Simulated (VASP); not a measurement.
The system is Nb.

```
Nb
1.0
     0.00000    2.10080    2.10080
     2.10080    0.00000    2.10080
     2.10080    2.10080    0.00000
Nb
1
Direct
  0.00000 0.00000 0.00000
```

This cell differs from its parent crystal: volume scaled by 0.98.

Program: VASP 6.6.1. Alike in all runs: task single point; cell as given; cutoff (eV) 520.

Problem. Order these runs on this cell by their pressure, lowest first.
A. level PBE+D3(BJ); potentials or basis VASP PAW PBE potentials, release 64 (Nb_sv); spin non-collinear, zero start, SOC; k mesh 8 × 8 × 8; smearing methfessel-paxton 0.01 eV
B. level LDA; potentials or basis VASP PAW LDA potentials, release 64 (Nb_sv); spin off; k mesh 11 × 11 × 11; smearing fermi-dirac 0.05 eV
C. level PBE; potentials or basis VASP PAW PBE potentials, release 64 (Nb_sv); spin off; k mesh 11 × 11 × 11; smearing fermi-dirac 0.05 eV

Solution. B (-8.1 GPa), A (-4.7 GPa), C (1.1 GPa).
